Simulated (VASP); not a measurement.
# InSb3 (Amm2) in VASP: notebook

Runs on InSb3. Level: PBEsol. Tasks: single point.

Program: VASP 6.6.1. These are calculated values, not measurements. Logs are shortened: lines on timing, memory, paths and dates and some standing lists are left out, and cuts for length are marked.

### 1 The cell of the first run

Symmetry: Amm2, No. 38, orthorhombic system. The conventional cell has a = 4.728 Å, b = 6.687 Å, c = 6.687 Å, α = 90.00°, β = 90.00°, γ = 90.00°. In (site symmetry mm2) has 12 Sb at 3.04 to 3.64 Å within 4.0 Å. Sb (site symmetry m) has 4 In at 3.20 to 3.50 Å and 8 Sb at 3.34 Å within 4.2 Å. Within 4.0 Å of Sb (site symmetry mm2) lie 4 In at 3.04 to 3.64 Å and 8 Sb at 3.34 Å.

### 2 Single point, PBEsol (all In atoms moved -0.300 Å, as atom 1 along Cartesian [1 1 0])

INCAR

```
SYSTEM = InSb3
PREC = Accurate
ENCUT = 520
EDIFF = 1E-6
ISMEAR = 0
SIGMA = 0.15
LREAL = .False.
LASPH = .True.
NELM = 100
ALGO = Normal
ISIF = 2
LWAVE = .False.
LCHARG = .False.
GGA = PS
NBANDS = 22
```

KPOINTS

```
Automatic mesh
0
Gamma
  10 10 10
  0 0 0
```

POSCAR

```
InSb3
1.0
    4.7282366893      0.0000000000      0.0000000000
    0.0000000000      4.7282366893      0.0000000000
    0.0000000000      0.0000000000      4.7282366893
In Sb
1 3
Direct
   -0.0448649356     -0.0448649356      0.0000000000
    0.5000000000      0.0000000000      0.5000000000
    0.0000000000      0.5000000000      0.5000000000
    0.5000000000      0.5000000000      0.0000000000
```

Potentials or basis: VASP PAW PBE potentials, release 64 (In_d, Sb).

Run with:

```
$ cat potpaw_PBE.64/In_d/POTCAR potpaw_PBE.64/Sb/POTCAR > POTCAR
$ mpirun -np 1 vasp_std > vasp.out
```

OUTCAR:

```text
SYSTEM = InSb3
   PREC = Accurate
   ENCUT = 520
   EDIFF = 1E-6
   ISMEAR = 0
   LREAL = .False.
   LASPH = .True.
   NELM = 100
   ISIF = 2
   GGA = PS

 ion  position               nearest neighbor table
   1  0.955  0.955  0.000-   4 3.04   3 3.20   2 3.20   2 3.20   3 3.20   4 3.36   4 3.36   3 3.50
                             2 3.50   3 3.50   2 3.50   4 3.64
   2  0.500  0.000  0.500-   1 3.20   1 3.20   4 3.34   3 3.34   4 3.34   3 3.34   4 3.34   4 3.34
                             3 3.34   3 3.34   1 3.50   1 3.50
   3  0.000  0.500  0.500-   1 3.20   1 3.20   4 3.34   2 3.34   4 3.34   2 3.34   2 3.34   4 3.34
                             4 3.34   2 3.34   1 3.50   1 3.50
   4  0.500  0.500  0.000-   1 3.04   2 3.34   3 3.34   2 3.34   3 3.34   2 3.34   2 3.34   3 3.34
                             3 3.34   1 3.36   1 3.36   1 3.64

  LATTYP: Found a simple cubic cell.
 ALAT       =     4.7282366893

  Lattice vectors:

 A1 = (   4.7282366893,   0.0000000000,   0.0000000000)
 A2 = (   0.0000000000,   4.7282366893,   0.0000000000)
 A3 = (   0.0000000000,   0.0000000000,   4.7282366893)

Analysis of symmetry for initial positions (statically):
=====================================================================
 Subroutine PRICEL returns:
 Original cell was already a primitive cell.

 Routine SETGRP: Setting up the symmetry group for a
 simple cubic supercell.

 Subroutine GETGRP returns: Found  4 space group operations
 (whereof  4 operations were pure point group operations)
 out of a pool of 48 trial point group operations.

The static configuration has the point symmetry C_2v.

Analysis of symmetry for dynamics (positions and initial velocities):
=====================================================================
 Subroutine PRICEL returns:
 Original cell was already a primitive cell.

 Routine SETGRP: Setting up the symmetry group for a
 simple cubic supercell.

 Subroutine GETGRP returns: Found  4 space group operations
 (whereof  4 operations were pure point group operations)
 out of a pool of 48 trial point group operations.

The dynamic configuration has the point symmetry C_2v.

 Subroutine INISYM returns: Found  4 space group operations
 (whereof  4 operations are pure point group operations),
 and found     1 'primitive' translations

----------------------------------------------------------------------------------------

                                     Primitive cell

  volume of cell :     105.7055

  direct lattice vectors                    reciprocal lattice vectors
     4.728236689  0.000000000  0.000000000     0.211495334  0.000000000  0.000000000
     0.000000000  4.728236689  0.000000000     0.000000000  0.211495334  0.000000000
     0.000000000  0.000000000  4.728236689     0.000000000  0.000000000  0.211495334

  length of vectors
     4.728236689  4.728236689  4.728236689     0.211495334  0.211495334  0.211495334

  position of ions in fractional coordinates (direct lattice)
     0.955135064  0.955135064  0.000000000
     0.500000000  0.000000000  0.500000000
     0.000000000  0.500000000  0.500000000
     0.500000000  0.500000000  0.000000000

  ion indices of the primitive-cell ions
   primitive index   ion index
                 1           1
                 2           2
                 3           3
                 4           4

----------------------------------------------------------------------------------------

 KPOINTS: Automatic mesh

Automatic generation of k-mesh.
 Grid dimensions read from file:
 generate k-points for:   10   10   10

 Generating k-lattice:

  Cartesian coordinates                     Fractional coordinates (reciprocal lattice)
     0.021149533  0.000000000  0.000000000     0.100000000  0.000000000  0.000000000
     0.000000000  0.021149533  0.000000000     0.000000000  0.100000000  0.000000000
     0.000000000  0.000000000  0.021149533     0.000000000  0.000000000  0.100000000

  Length of vectors
     0.021149533  0.021149533  0.021149533

  Shift w.r.t. Gamma in fractional coordinates (k-lattice)
     0.000000000  0.000000000  0.000000000

 Subroutine IBZKPT returns following result:
 ===========================================

 Found    186 irreducible k-points:

 Following reciprocal coordinates:
            Coordinates               Weight
  0.000000  0.000000  0.000000      1.000000
  0.100000  0.000000  0.000000      4.000000
  0.000000  0.000000  0.100000      2.000000
  0.200000  0.000000  0.000000      4.000000
  0.000000  0.000000  0.200000      2.000000
  0.300000  0.000000  0.000000      4.000000
[... 16 lines left out ...]
  0.400000  0.100000  0.000000      4.000000
  0.000000  0.400000  0.100000      8.000000
 [... further k-points ...]
   k-points           NKPTS =    186   k-points in BZ     NKDIM =    186   number of bands    NBANDS=     22
   number of dos      NEDOS =    301   number of ions     NIONS =      4
   total plane-waves  NPLWV =  46656
   dimension x,y,z NGX =    36 NGY =   36 NGZ =   36
   dimension x,y,z NGXF=    72 NGYF=   72 NGZF=   72
   ions per type =               1   3
   NGX,Y,Z   is equivalent  to a cutoff of  12.66, 12.66, 12.66 a.u.
   NGXF,Y,Z  is equivalent  to a cutoff of  25.32, 25.32, 25.32 a.u.
 SYSTEM =  InSb3
   PREC   = accura    normal or accurate (medium, high low for compatibility)
   ISTART =      0    job   : 0-new  1-cont  2-samecut
   ICHARG =      2    charge: 1-file 2-atom 10-const
   ISPIN  =      1    spin polarized calculation?
   LNONCOLLINEAR =      F non collinear calculations
   LSORBIT =      F    spin-orbit coupling
   LASPH  =      T    aspherical Exc in radial PAW
   ENCUT  =  520.0 eV  38.22 Ry    6.18 a.u.   8.79  8.79  8.79*2*pi/ulx,y,z
   NELM   =    100;   NELMIN=  2; NELMDL= -5     # of ELM steps
   EDIFF  = 0.1E-05   stopping-criterion for ELM
   LREAL  =      F    real-space projection
   EDIFFG = 0.1E-04   stopping-criterion for IOM
   NSW    =      0    number of steps for IOM
   IBRION =     -1    ionic relax: 0-MD 1-quasi-New 2-CG
   NFREE  =      0    steps in history (QN), initial steepest desc. (CG)
   ISIF   =      2    stress and relaxation
   ISYM   =      2    0-nonsym 1-usesym 2-fastsym
   POTIM  = 0.5000    time-step for ionic-motion
   TEBEG  =    0.0;   TEEND  =   0.0 temperature during run
   PSTRESS=    0.0 pullay stress
   NELECT =      28.0000    total number of electrons
   NUPDOWN=      -1.0000    fix difference up-down
   EMIN   =  10.00;   EMAX   =-10.00  energy-range for DOS
   EFERMI =   0.00;   METHOD = LEGACY
   ISMEAR =     0;   SIGMA  =   0.15  broadening in eV -4-tet -1-fermi 0-gaus
   EFERMI_NEDOS =   21; number of points for ismear=-14 and -15
   IALGO  =     38    algorithm
   IMIX   =      4    mixing-type and parameters
     AMIX     =   0.40;   BMIX     =  1.00
     AMIX_MAG =   1.60;   BMIX_MAG =  1.00
  volume/ion in A,a.u.               =      26.43       178.33
  Fermi-wavevector in a.u.,A,eV,Ry     =   1.051385  1.986829 15.040012  1.105410
  Thomas-Fermi vector in A             =   2.186426
   LORBIT       =      0    0 simple, 1 ext, 2 COOP (PROOUT), +10 PAW based schemes
   GGA     = PS    functional components
   LHFCALC =     F    Hartree Fock is set to
   AEXX    =    0.0000 exact exchange contribution
   IVDW    =     0    specifies the selected vdW correction
   LEPSILON=     F    determine dielectric tensor
   LRPA    =     F    only Hartree local field effects (RPA)
 non-spin polarized calculation
 Gauss-broadening in eV      SIGMA  =   0.15
  energy-cutoff  :      520.00
  volume of cell :      105.71
 maximum number of plane-waves:      2897
   NGX = 17   NGY = 17   NGZ = 17

 number of electron      28.0000006 magnetization

 Free energy of the ion-electron system (eV)
  ---------------------------------------------------
  ext. energy  EPLUGINS =         0.00000000
  ---------------------------------------------------
  free energy    TOTEN  =       -15.99435641 eV

  energy without entropy =      -15.97695906  energy(sigma->0) =      -15.98565773

 E-fermi :   8.2445     XC(G=0): -10.3865

 val. band max:        8.2210877644   @ k =  -0.1000   0.3000   0.5000
 cond. band min:       8.2503190993   @ k =   0.5000   0.3000   0.1000
 fundamental gap:      0.0292313349
 Fermi energy:         8.2444833848

 k-point     1 :       0.0000    0.0000    0.0000
  band No.  band energies     occupation
      1      -6.2017      2.00000
      2      -6.1914      2.00000
      3      -6.1750      2.00000
      4      -6.1744      2.00000
      5      -6.1713      2.00000
      6      -4.2863      2.00000
[... 14 lines left out ...]
     21      13.2663      0.00000
     22      13.3535      0.00000

 k-point     2 :       0.1000    0.0000    0.0000
  band No.  band energies     occupation
      1      -6.2012      2.00000
      2      -6.1898      2.00000
      3      -6.1761      2.00000
      4      -6.1752      2.00000
      5      -6.1718      2.00000
      6      -4.2225      2.00000
[... 14 lines left out ...]
     21      13.4454      0.00000
     22      13.6430      0.00000

 k-point     3 :       0.0000    0.0000    0.1000
  band No.  band energies     occupation
      1      -6.2001      2.00000
      2      -6.1908      2.00000
      3      -6.1760      2.00000
      4      -6.1750      2.00000
      5      -6.1724      2.00000
      6      -4.2216      2.00000
[... 14 lines left out ...]
     21      13.4537      0.00000
     22      13.7151      0.00000
[... 476 lines left out ...]
 k-point    23 :       0.4000    0.1000    0.0000
  band No.  band energies     occupation
      1      -6.2033      2.00000
      2      -6.1858      2.00000
      3      -6.1835      2.00000
      4      -6.1734      2.00000
      5      -6.1730      2.00000
      6      -3.2685      2.00000
[... 14 lines left out ...]
     21      13.1752      0.00000
     22      14.6734      0.00000

 k-point    24 :       0.0000    0.4000    0.1000
  band No.  band energies     occupation
      1      -6.2007      2.00000
      2      -6.1898      2.00000
      3      -6.1820      2.00000
      4      -6.1751      2.00000
      5      -6.1715      2.00000
      6      -3.2671      2.00000
[... 14 lines left out ...]
     21      13.2038      0.00000
     22      14.6611      0.00000

 [... further k-points ...]

------------------------ aborting loop because EDIFF is reached ----------------------------------------

  FORCE on cell =-STRESS in cart. coord.  units (eV):
  Direction    XX          YY          ZZ          XY          YZ          ZX
  --------------------------------------------------------------------------------------
  -------------------------------------------------------------------------------------
  Total        0.3963259      0.3963259      0.4094411      0.2623502      0.0000000      0.0000000
  in kB        6.0071080      6.0071080      6.2058948      3.9764392      0.0000000      0.0000000
  external PRESSURE =       6.0733703 kB  Pullay stress =       0.0000000 kB

 VOLUME and BASIS-vectors are now :
 -----------------------------------------------------------------------------
  energy-cutoff  :      520.00
  volume of cell :      105.71
      direct lattice vectors                 reciprocal lattice vectors
     4.728236689  0.000000000  0.000000000     0.211495334  0.000000000  0.000000000
     0.000000000  4.728236689  0.000000000     0.000000000  0.211495334  0.000000000
     0.000000000  0.000000000  4.728236689     0.000000000  0.000000000  0.211495334

 POSITION                                       TOTAL-FORCE (eV/Angst)
 -----------------------------------------------------------------------------------
      4.51610      4.51610      0.00000         0.400913      0.400913      0.000000
      2.36412      0.00000      2.36412        -0.256331      0.186766      0.000000
      0.00000      2.36412      2.36412         0.186766     -0.256331      0.000000
      2.36412      2.36412      0.00000        -0.331348     -0.331348      0.000000
 -----------------------------------------------------------------------------------
    total drift:                                0.000108      0.000108     -0.000005

  FREE ENERGIE OF THE ION-ELECTRON SYSTEM (eV)
  ---------------------------------------------------
  free  energy   TOTEN  =       -15.9943564082 eV

  energy  without entropy=      -15.9769590570  energy(sigma->0) =      -15.98565773
```

It took 2.1 min on 1 thread of AMD EPYC 9R45 (Zen 5), shared host; peak memory 0.48 GiB.

What came out:

| Property | Result |
| --- | --- |
| Free energy | -15.9944 eV |
| Pressure | 0.6 GPa |
| Largest force | 0.567 eV/Å |
| Band gap on the k mesh | zero (bands 14 and 15 overlap by 4.88 eV) |

Forces in eV/Å, atoms in the order of the input:
```
In   0.401  0.401  0.000
Sb  -0.256  0.187  0.000
Sb   0.187 -0.256  0.000
Sb  -0.331 -0.331  0.000
```

Stress tensor (GPa, compression positive):
```
0.60 0.40 0.00
0.40 0.60 0.00
0.00 0.00 0.62
```

Caveat: the cell differs from its parent crystal (all In atoms moved -0.300 Å, as atom 1 along Cartesian [1 1 0]); the PAW data sets were made with another functional, which shifts forces and pressure a little; spin-orbit coupling is left out, which moves the levels of the heavy elements.

### 3 Single point, PBEsol (all In atoms moved +0.225 Å, as atom 1 along Cartesian [1 1 0])

INCAR

```
PREC = Accurate
ENCUT = 520
EDIFF = 1E-6
ISMEAR = 0
SIGMA = 0.15
LREAL = F
LASPH = T
NELM = 80
ALGO = Normal
ISIF = 2
LWAVE = F
LCHARG = T
GGA = PS
LELF = T
LVHAR = T
NBANDS = 22
```

KPOINTS

```
Automatic mesh
0
Gamma
  10 10 10
```

Changes to POSCAR since step 2:

```diff
@@ -8,3 +8,3 @@
 Direct
-   -0.0448649356     -0.0448649356      0.0000000000
+    0.0336487017      0.0336487017      0.0000000000
     0.5000000000      0.0000000000      0.5000000000
```

Potentials or basis: VASP PAW PBE potentials, release 64 (In_d, Sb).

Run with:

```
$ cat potpaw_PBE.64/In_d/POTCAR potpaw_PBE.64/Sb/POTCAR > POTCAR
$ mpirun -np 1 vasp_std > vasp.out
```

Run time: 2.2 min. Hardware: 1 thread of AMD EPYC 9R45 (Zen 5), shared host; peak memory 0.48 GiB.

The run converged. Its results:

```yaml
Free_energy: -16.0302 eV
Pressure: 0.3 GPa
Largest_force: 0.395 eV/Å
Band_gap_on_the_k_mesh: zero (bands 14 and 15 overlap by 4.88 eV)
```

Forces in eV/Å, atoms in the order of the input:
```
In  -0.279 -0.279  0.000
Sb   0.195 -0.142  0.000
Sb  -0.142  0.195  0.000
Sb   0.226  0.226  0.000
```

Stress tensor (GPa, compression positive):
```
0.34 0.21 0.00
0.21 0.34 0.00
0.00 0.00 0.37
```

Levels at points of the mesh, in eV from the Fermi level:
| k point | band 12 | band 13 | band 14 | band 15 | band 16 | band 17 |
| --- | --- | --- | --- | --- | --- | --- |
| (0.00, 0.00, 0.00) | -3.42 | 0.51 | 0.51 | 0.52 | 1.82 | 1.82 |
| (0.50, 0.00, 0.00) | -2.18 | -2.15 | -1.15 | -0.91 | 2.25 | 2.30 |
| (0.00, 0.00, 0.50) | -2.22 | -2.19 | -1.18 | -0.90 | 2.26 | 2.30 |
| (0.50, 0.50, 0.00) | -1.61 | -1.43 | -1.21 | -1.12 | -0.23 | 1.14 |
| (0.00, 0.50, 0.50) | -1.61 | -1.42 | -1.17 | -1.10 | -0.28 | 1.14 |
| (0.50, 0.50, 0.50) | -5.19 | -4.45 | 3.76 | 3.76 | 3.85 | 3.87 |

Caveat: the cell differs from its parent crystal (all In atoms moved +0.225 Å, as atom 1 along Cartesian [1 1 0]); the PAW data sets were made with another functional, which shifts forces and pressure a little; spin-orbit coupling is left out, which moves the levels of the heavy elements.

### 4 Single point, PBEsol (all In atoms moved -0.150 Å, as atom 1 along Cartesian [1 1 0])

INCAR

```
SYSTEM = InSb3
  PREC = Accurate
  ENCUT = 520
  EDIFF = 1E-6
  ISMEAR = 0
  SIGMA = 0.15
  LREAL = .False.
  LASPH = .True.
  NELM = 60
  ALGO = Normal
  ISIF = 2
  LWAVE = .False.
  LCHARG = .True.
  GGA = PS
  LELF = .True.
  LVHAR = .True.
  NBANDS = 22
```

KPOINTS

```
Automatic mesh
0
Gamma
  10 10 10
  0 0 0
```

Changes to POSCAR since step 3:

```diff
@@ -8,3 +8,3 @@
 Direct
-    0.0336487017      0.0336487017      0.0000000000
+   -0.0224324678     -0.0224324678      0.0000000000
     0.5000000000      0.0000000000      0.5000000000
```

Run with:

```
$ cat potpaw_PBE.64/In_d/POTCAR potpaw_PBE.64/Sb/POTCAR > POTCAR
$ mpirun -np 1 vasp_std > vasp.out
```

Run time: 2.4 min. Hardware: 1 thread of AMD EPYC 9R45 (Zen 5), shared host; peak memory 0.48 GiB.

Results (log left out):

- Free energy: -16.0542 eV
- Pressure: 0.2 GPa
- Largest force: 0.249 eV/Å
- Band gap on the k mesh: zero (bands 14 and 15 overlap by 4.89 eV)

Forces on the atoms (eV/Å):
```
In   0.176  0.176  0.000
Sb  -0.131  0.095  0.000
Sb   0.095 -0.131  0.000
Sb  -0.140 -0.140  0.000
```

Stress tensor (GPa, compression positive):
```
0.15 0.09 0.00
0.09 0.15 0.00
0.00 0.00 0.17
```

Levels at points of the mesh, in eV from the Fermi level:
| k point | band 12 | band 13 | band 14 | band 15 | band 16 | band 17 |
| --- | --- | --- | --- | --- | --- | --- |
| (0.00, 0.00, 0.00) | -3.49 | 0.52 | 0.52 | 0.52 | 1.82 | 1.82 |
| (0.50, 0.00, 0.00) | -2.19 | -2.17 | -1.15 | -0.91 | 2.29 | 2.31 |
| (0.00, 0.00, 0.50) | -2.20 | -2.19 | -1.16 | -0.90 | 2.30 | 2.30 |
| (0.50, 0.50, 0.00) | -1.61 | -1.42 | -1.16 | -1.12 | -0.29 | 1.08 |
| (0.00, 0.50, 0.50) | -1.61 | -1.41 | -1.14 | -1.11 | -0.31 | 1.08 |
| (0.50, 0.50, 0.50) | -5.20 | -4.63 | 3.77 | 3.77 | 3.86 | 3.88 |

Caveat: the cell differs from its parent crystal (all In atoms moved -0.150 Å, as atom 1 along Cartesian [1 1 0]); the PAW data sets were made with another functional, which shifts forces and pressure a little; spin-orbit coupling is left out, which moves the levels of the heavy elements.

### 5 Summary

```tsv
cell	gap on the mesh (eV)	pressure (GPa)	largest force (eV/Å)
as given, atomic positions A	none	0.6	0.57
as given, atomic positions B	none	0.3	0.39
as given, atomic positions C	none	0.2	0.25
```

Alike in all rows: task single point; level PBEsol; potentials or basis VASP PAW PBE potentials, release 64 (In_d, Sb); no spin polarisation; k mesh 10 × 10 × 10; cutoff (eV) 520; smearing gaussian 0.15 eV.

Caveats: the PAW data sets were made with another functional, which shifts forces and pressure a little; spin-orbit coupling is left out, which moves the levels of the heavy elements.

Absolute energies hang on the potentials; compare differences alone.

The gap in the log of VASP goes by the Fermi energy; the results here count the filled bands.